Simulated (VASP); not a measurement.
# CsPtS (P4/mmm) in VASP: further runs

The runs below take CsPtS through single point, relaxation of cell and atoms, with PBE.

Everything below comes from runs of VASP 6.6.1. Logs are shortened: lines on timing, memory, paths and dates and some standing lists are left out, and cuts for length are marked.

### 1 The cell of the first run

The structure is tetragonal, space group P4/mmm (No. 123). Conventional cell: a = 4.364 Å, b = 4.364 Å, c = 4.445 Å, α = 90.00°, β = 90.00°, γ = 90.00°. Cs (site symmetry 4/mmm) has 4 Pt at 3.09 Å and 8 S at 3.80 Å within 4.1 Å. Pt (site symmetry 4/mmm) has 2 S at 2.22 Å within 2.9 Å. S (site symmetry 4/mmm) has 2 Pt at 2.22 Å within 2.9 Å.

The cell was generated, and may not be a known phase.

### 2 Single point, PBE

Contents of INCAR:

```
SYSTEM = CsPtS
PREC = Accurate ; ENCUT = 520
EDIFF = 1E-6 ; ISMEAR = 0
SIGMA = 0.1 ; LREAL = .False.
LASPH = .True. ; NELM = 60
ALGO = Normal ; ISIF = 2
LWAVE = .False. ; LCHARG = .True.
GGA = PE ; LELF = .True.
LVHAR = .True. ; NBANDS = 20
```

Contents of KPOINTS:

```
Automatic mesh
0
Gamma
  4 4 4
  0 0 0
```

Contents of POSCAR:

```
CsPtS
1.0
    4.3641216500      0.0000000000      0.0000000000
    0.0000000000      4.3641216500      0.0000000000
    0.0000000000      0.0000000000      4.4450422700
Cs Pt S
1 1 1
Direct
    0.0000000000      0.0000000000      0.0000000000
    0.5000000000      0.5000000000      0.0000000000
    0.5000000000      0.5000000000      0.5000000000
```

Potentials or basis: VASP PAW PBE potentials, release 64 (Cs_sv, Pt, S).

Started as:

```sh
$ cat potpaw_PBE.64/Cs_sv/POTCAR potpaw_PBE.64/Pt/POTCAR potpaw_PBE.64/S/POTCAR > POTCAR
$ mpirun -np 1 vasp_std > vasp.out
```

OUTCAR:

```text
SYSTEM = CsPtS
   PREC = Accurate
   ENCUT = 520
   EDIFF = 1E-6
   ISMEAR = 0
   LREAL = .False.
   LASPH = .True.
   NELM = 60
   ISIF = 2
   GGA = PE

 ion  position               nearest neighbor table
   1  0.000  0.000  0.000-   2 3.09   2 3.09   2 3.09   2 3.09
   2  0.500  0.500  0.000-   3 2.22   3 2.22   1 3.09   1 3.09   1 3.09   1 3.09
   3  0.500  0.500  0.500-   2 2.22   2 2.22

  LATTYP: Found a simple tetragonal cell.
 ALAT       =     4.3641216500
 C/A-ratio  =     1.0185422466

  Lattice vectors:

 A1 = (   4.3641216500,   0.0000000000,   0.0000000000)
 A2 = (   0.0000000000,   4.3641216500,   0.0000000000)
 A3 = (   0.0000000000,   0.0000000000,   4.4450422700)

Analysis of symmetry for initial positions (statically):
=====================================================================
 Subroutine PRICEL returns:
 Original cell was already a primitive cell.

 Routine SETGRP: Setting up the symmetry group for a
 simple tetragonal supercell.

 Subroutine GETGRP returns: Found 16 space group operations
 (whereof 16 operations were pure point group operations)
 out of a pool of 16 trial point group operations.

The static configuration has the point symmetry D_4h.

Analysis of symmetry for dynamics (positions and initial velocities):
=====================================================================
 Subroutine PRICEL returns:
 Original cell was already a primitive cell.

 Routine SETGRP: Setting up the symmetry group for a
 simple tetragonal supercell.

 Subroutine GETGRP returns: Found 16 space group operations
 (whereof 16 operations were pure point group operations)
 out of a pool of 16 trial point group operations.

The dynamic configuration has the point symmetry D_4h.

 Subroutine INISYM returns: Found 16 space group operations
 (whereof 16 operations are pure point group operations),
 and found     1 'primitive' translations

----------------------------------------------------------------------------------------

                                     Primitive cell

  volume of cell :      84.6583

  direct lattice vectors                    reciprocal lattice vectors
     4.364121650  0.000000000  0.000000000     0.229141184  0.000000000  0.000000000
     0.000000000  4.364121650  0.000000000     0.000000000  0.229141184  0.000000000
     0.000000000  0.000000000  4.445042270     0.000000000  0.000000000  0.224969739
[... 75 lines left out ...]
   LSORBIT =      F    spin-orbit coupling
   LASPH  =      T    aspherical Exc in radial PAW
   ENCUT  =  520.0 eV  38.22 Ry    6.18 a.u.   8.11  8.11  8.26*2*pi/ulx,y,z
   NELM   =     60;   NELMIN=  2; NELMDL= -5     # of ELM steps
   EDIFF  = 0.1E-05   stopping-criterion for ELM
   LREAL  =      F    real-space projection
   EDIFFG = 0.1E-04   stopping-criterion for IOM
   NSW    =      0    number of steps for IOM
   IBRION =     -1    ionic relax: 0-MD 1-quasi-New 2-CG
   NFREE  =      0    steps in history (QN), initial steepest desc. (CG)
   ISIF   =      2    stress and relaxation
   ISYM   =      2    0-nonsym 1-usesym 2-fastsym
   POTIM  = 0.5000    time-step for ionic-motion
   TEBEG  =    0.0;   TEEND  =   0.0 temperature during run
   PSTRESS=    0.0 pullay stress
   NELECT =      25.0000    total number of electrons
   NUPDOWN=      -1.0000    fix difference up-down
   EMIN   =  10.00;   EMAX   =-10.00  energy-range for DOS
   EFERMI =   0.00;   METHOD = LEGACY
   ISMEAR =     0;   SIGMA  =   0.10  broadening in eV -4-tet -1-fermi 0-gaus
   EFERMI_NEDOS =   21; number of points for ismear=-14 and -15
   IALGO  =     38    algorithm
   IMIX   =      4    mixing-type and parameters
     AMIX     =   0.40;   BMIX     =  1.00
     AMIX_MAG =   1.60;   BMIX_MAG =  1.00
  volume/ion in A,a.u.               =      28.22       190.43
  Fermi-wavevector in a.u.,A,eV,Ry     =   1.090180  2.060142 16.170428  1.188493
  Thomas-Fermi vector in A             =   2.226399
   LORBIT       =      0    0 simple, 1 ext, 2 COOP (PROOUT), +10 PAW based schemes
   GGA     = PE    functional components
   LHFCALC =     F    Hartree Fock is set to
   AEXX    =    0.0000 exact exchange contribution
   IVDW    =     0    specifies the selected vdW correction
   LEPSILON=     F    determine dielectric tensor
   LRPA    =     F    only Hartree local field effects (RPA)
 non-spin polarized calculation
 Gauss-broadening in eV      SIGMA  =   0.10
  energy-cutoff  :      520.00
  volume of cell :       84.66
 maximum number of plane-waves:      2300
   NGX = 17   NGY = 17   NGZ = 17

 number of electron      24.9999996 magnetization

 Free energy of the ion-electron system (eV)
  ---------------------------------------------------
  ext. energy  EPLUGINS =         0.00000000
  ---------------------------------------------------
  free energy    TOTEN  =       -11.87893975 eV

  energy without entropy =      -11.87893825  energy(sigma->0) =      -11.87893900

 E-fermi :   3.6543     XC(G=0):  -9.2356

 val. band max:        3.3750626000   @ k =   0.5000   0.0000   0.5000
 cond. band min:       3.9551379292   @ k =   0.5000   0.0000   0.5000
 fundamental gap:      0.5800753292
 Fermi energy:         3.6543155034

 k-point     1 :       0.0000    0.0000    0.0000
  band No.  band energies     occupation
      1     -17.5441      2.00000
      2      -9.9778      2.00000
      3      -4.3486      2.00000
      4      -4.3486      2.00000
      5      -4.2956      2.00000
      6       0.4334      2.00000
[... 403 lines left out ...]
     19      12.3089      0.00000
     20      13.0124      0.00000

------------------------ aborting loop because EDIFF is reached ----------------------------------------

  FORCE on cell =-STRESS in cart. coord.  units (eV):
  Direction    XX          YY          ZZ          XY          YZ          ZX
  --------------------------------------------------------------------------------------
  -------------------------------------------------------------------------------------
  Total        6.3657887      6.3657887     -2.0712503      0.0000000      0.0000000      0.0000000
  in kB      120.4739675    120.4739675    -39.1988716      0.0000000      0.0000000      0.0000000
  external PRESSURE =      67.2496878 kB  Pullay stress =       0.0000000 kB

 VOLUME and BASIS-vectors are now :
 -----------------------------------------------------------------------------
  energy-cutoff  :      520.00
  volume of cell :       84.66
      direct lattice vectors                 reciprocal lattice vectors
     4.364121650  0.000000000  0.000000000     0.229141184  0.000000000  0.000000000
     0.000000000  4.364121650  0.000000000     0.000000000  0.229141184  0.000000000
     0.000000000  0.000000000  4.445042270     0.000000000  0.000000000  0.224969739

 POSITION                                       TOTAL-FORCE (eV/Angst)
 -----------------------------------------------------------------------------------
      0.00000      0.00000      0.00000         0.000000      0.000000      0.000000
      2.18206      2.18206      0.00000         0.000000      0.000000      0.000000
      2.18206      2.18206      2.22252         0.000000      0.000000      0.000000
 -----------------------------------------------------------------------------------
    total drift:                                0.000000     -0.000000     -0.000000

  FREE ENERGIE OF THE ION-ELECTRON SYSTEM (eV)
  ---------------------------------------------------
  free  energy   TOTEN  =       -11.8789397550 eV

  energy  without entropy=      -11.8789382547  energy(sigma->0) =      -11.87893900
```

stdout:

```text
POSCAR found type information on POSCAR CsPtS
 POSCAR found :  3 types and       3 ions
 scaLAPACK will be used
 LDA part: xc-table for (Slater+PW92), standard interpolation
 POSCAR, INCAR and KPOINTS ok, starting setup
 FFT: planning ... GRIDC
 FFT: planning ... GRID_SOFT
 FFT: planning ... GRID
 WAVECAR not read
 entering main loop
```

Wall time 27 s (1 thread of Intel Xeon Platinum 8259CL at 2.50GHz (Skylake/Cascade Lake), shared host); peak memory 0.2 GiB.

What came out:

```
Free energy            : -11.8789 eV
Pressure               : 6.7 GPa
Band gap on the k mesh : zero (an odd number of electrons rules out a gap without spin polarisation)
```

Levels at points of the mesh, in eV from the Fermi level:
```csv
k point,band 10,band 11,band 12,band 13,band 14,band 15,band 16,band 17
"(0.00, 0.00, 0.00)",-2.83,-2.54,-2.07,-2.07,0.71,3.25,4.74,7.87
"(0.50, 0.00, 0.00)",-2.31,-2.05,-1.53,-1.26,2.37,3.13,4.96,5.21
"(0.50, 0.50, 0.00)",-2.53,-2.53,-2.14,-1.84,1.08,3.55,6.44,6.44
"(0.00, 0.00, 0.50)",-2.64,-2.51,0.68,0.68,5.42,5.71,5.97,6.37
"(0.50, 0.00, 0.50)",-1.24,-0.28,0.30,0.75,1.78,3.43,3.45,5.24
"(0.50, 0.50, 0.50)",-2.11,-1.82,0.30,0.30,5.15,5.15,6.09,6.09
```

Caveat: the stress differs along the axes, from -4 to 12 GPa; spin-orbit coupling is left out, which moves the levels of the heavy elements.

### 3 Single point, PBE

This run uses another cell than the first one, of 37.53 Å³/atom.

Contents of INCAR:

```
SYSTEM = CsPtS
PREC = Accurate
ENCUT = 520
EDIFF = 1E-7
ISMEAR = 0
SIGMA = 0.1
LREAL = .FALSE.
LASPH = .TRUE.
NELM = 60
ALGO = Normal
ISIF = 2
LWAVE = .FALSE.
LCHARG = .FALSE.
GGA = PE
NBANDS = 20
```

Contents of KPOINTS:

```
Automatic mesh
0
G
  4 4 4
  0 0 0
```

Contents of POSCAR:

```
CsPtS
1.0
    5.1037395559      0.0000000000      0.0000000000
    0.0000000000      5.1037395559      0.0000000000
    0.0000000000      0.0000000000      4.3218137541
Cs Pt S
1 1 1
Direct
    0.0000000000      0.0000000000      0.0000000000
    0.5000000000      0.5000000000      0.0000000000
    0.5000000000      0.5000000000      0.5000000000
```

Potentials or basis: VASP PAW PBE potentials, release 64 (Cs_sv, Pt, S).

Started as:

```sh
$ cat potpaw_PBE.64/Cs_sv/POTCAR potpaw_PBE.64/Pt/POTCAR potpaw_PBE.64/S/POTCAR > POTCAR
$ mpirun -np 1 vasp_std > vasp.out
```

Run time: 56 s. Hardware: 1 thread of Intel Xeon Platinum 8259CL at 2.50GHz (Skylake/Cascade Lake), shared host; peak memory 0.23 GiB.

Results (log left out):

```yaml
Free_energy: -12.8152 eV
Pressure: 0.2 GPa
Band_gap_on_the_k_mesh: zero (an odd number of electrons rules out a gap without spin polarisation)
```

Stress tensor (GPa, compression positive):
```
 0.30  0.00  0.00
 0.00  0.30  0.00
 0.00  0.00 -0.13
```

Levels at points of the mesh, in eV from the Fermi level:
| k point | band 10 | band 11 | band 12 | band 13 | band 14 | band 15 | band 16 | band 17 |
| --- | --- | --- | --- | --- | --- | --- | --- | --- |
| (0.00, 0.00, 0.00) | -2.46 | -2.46 | -1.98 | -1.91 | 1.38 | 2.65 | 3.87 | 6.48 |
| (0.50, 0.00, 0.00) | -2.58 | -2.16 | -1.72 | -1.60 | 2.11 | 3.21 | 3.42 | 4.78 |
| (0.50, 0.50, 0.00) | -2.68 | -2.46 | -1.86 | -1.63 | 1.73 | 2.98 | 5.28 | 5.28 |
| (0.00, 0.00, 0.50) | -1.87 | -1.85 | 0.99 | 0.99 | 4.39 | 4.85 | 4.85 | 4.86 |
| (0.50, 0.00, 0.50) | -1.56 | -1.39 | 0.84 | 1.03 | 1.94 | 3.09 | 3.23 | 4.35 |
| (0.50, 0.50, 0.50) | -1.79 | -1.58 | 0.77 | 0.77 | 3.71 | 3.71 | 4.58 | 4.58 |

Caveat: the k points lie up to 0.36 Å⁻¹ apart, too coarse for converged energies and pressures of a metal; spin-orbit coupling is left out, which moves the levels of the heavy elements.

### 4 Relaxation of cell and atoms, PBE

Contents of INCAR:

```
SYSTEM = CsPtS
PREC = Accurate
ENCUT = 600
EDIFF = 1E-7
ISMEAR = 0
SIGMA = 0.1
LREAL = .FALSE.
LASPH = .TRUE.
NELM = 80
ALGO = Normal
ISIF = 3
LWAVE = .FALSE.
LCHARG = .FALSE.
GGA = PE
IBRION = 2
NSW = 90
EDIFFG = -0.04
```

Contents of KPOINTS:

```
regular mesh
0
G
  4 4 4
  0 0 0
```

Contents of POSCAR:

```
CsPtS
1.0
    4.3641216500      0.0000000000      0.0000000000
    0.0000000000      4.3641216500      0.0000000000
    0.0000000000      0.0000000000      4.4450422700
Cs Pt S
1 1 1
Direct
    0.0000000000      0.0000000000      0.0000000000
    0.5000000000      0.5000000000      0.0000000000
    0.5000000000      0.5000000000      0.5000000000
```

Started as:

```sh
$ cat potpaw_PBE.64/Cs_sv/POTCAR potpaw_PBE.64/Pt/POTCAR potpaw_PBE.64/S/POTCAR > POTCAR
$ mpirun -np 1 vasp_std > vasp.out
```

It took 4.3 min on 1 thread of Intel Xeon Platinum 8259CL at 2.50GHz (Skylake/Cascade Lake), shared host; peak memory 0.23 GiB.

The run converged. Its results:

| Property | Result |
| --- | --- |
| Free energy | -12.8113 eV |
| Relaxed volume | 38.14 Å³/atom |
| Relaxed cell | a = 5.148 Å, b = 5.148 Å, c = 4.316 Å, α = 90.00°, β = 90.00°, γ = 90.00° |
| Space group after relaxing (to 0.1 Å) | P4/mmm (No. 123) |
| Energy gained by relaxing | 310.8 meV/atom |
| Ionic steps | 10 |
| Pressure after relaxing | 0.1 GPa |
| Band gap on the k mesh | zero (an odd number of electrons rules out a gap without spin polarisation) |

Stress tensor (GPa, compression positive):
```
0.01 0.00 0.00
0.00 0.01 0.00
0.00 0.00 0.14
```

Step by step:
```csv
step,energy change (eV),largest force (eV/Å),pressure (GPa),volume (Å³)
1,0.0000,0.0000,6.76,84.66
2,-0.8015,0.0000,3.03,99.53
3,-0.8676,0.0000,2.93,104.97
4,-0.8692,0.0000,2.98,106.60
5,-0.7448,0.0000,-3.51,123.40
6,-0.9284,0.0000,0.01,112.26
7,-0.9285,0.0000,0.11,112.05
8,-0.9285,0.0000,0.16,111.94
9,-0.9314,0.0000,0.10,113.18
10,-0.9323,0.0000,0.05,114.41
```

Final structure:
```
Cs Pt S
1.0
     5.14836    0.00000    0.00000
     0.00000    5.14836    0.00000
     0.00000    0.00000    4.31646
Cs Pt S
1 1 1
Direct
  0.00000 0.00000 0.00000
  0.50000 0.50000 0.00000
  0.50000 0.50000 0.50000
```

Levels at points of the mesh, in eV from the Fermi level:
| k point | band 11 | band 12 | band 13 | band 14 | band 15 | band 16 |
| --- | --- | --- | --- | --- | --- | --- |
| (0.00, 0.00, 0.00) | -2.38 | -1.85 | -1.79 | 1.50 | 2.71 | 3.93 |
| (0.50, 0.00, 0.00) | -2.08 | -1.61 | -1.50 | 2.22 | 3.26 | 3.48 |
| (0.50, 0.50, 0.00) | -2.35 | -1.74 | -1.52 | 1.86 | 3.03 | 5.29 |
| (0.00, 0.00, 0.50) | -1.73 | 1.10 | 1.10 | 4.44 | 4.88 | 4.92 |
| (0.50, 0.00, 0.50) | -1.31 | 0.96 | 1.15 | 2.05 | 3.16 | 3.32 |
| (0.50, 0.50, 0.50) | -1.47 | 0.89 | 0.89 | 3.76 | 3.76 | 4.60 |

Caveat: the volume moved by over 15 % at a fixed basis, so the end points are rough; spin-orbit coupling is left out, which moves the levels of the heavy elements.

### 5 The runs side by side

| task | cell | cutoff (eV) | gap on the mesh (eV) | pressure (GPa) |
| --- | --- | --- | --- | --- |
| single point | a = 4.364, b = 4.364, c = 4.445 Å, 3 atoms | 520 | none | 6.7 |
| single point | a = 5.104, b = 5.104, c = 4.322 Å, 3 atoms | 520 | none | 0.2 |
| relaxation of cell and atoms | relaxed from a = 4.364, b = 4.364, c = 4.445 Å, 3 atoms | 600 | none | 0.1 |

Alike in all rows: level PBE; potentials or basis VASP PAW PBE potentials, release 64 (Cs_sv, Pt, S); no spin polarisation; k mesh 4 × 4 × 4; smearing gaussian 0.1 eV.

Caveats: some runs use coarse meshes; spin-orbit coupling is left out, which moves the levels of the heavy elements; the stress differs along the axes, from -4 to 12 GPa (at least some runs); the volume moved by over 15 % at a fixed basis, so the end points are rough (at least some runs).

Total energies depend on the potentials used, so only differences within one code and one set of settings carry meaning.

The gap in the log of VASP goes by the Fermi energy; the results here count the filled bands.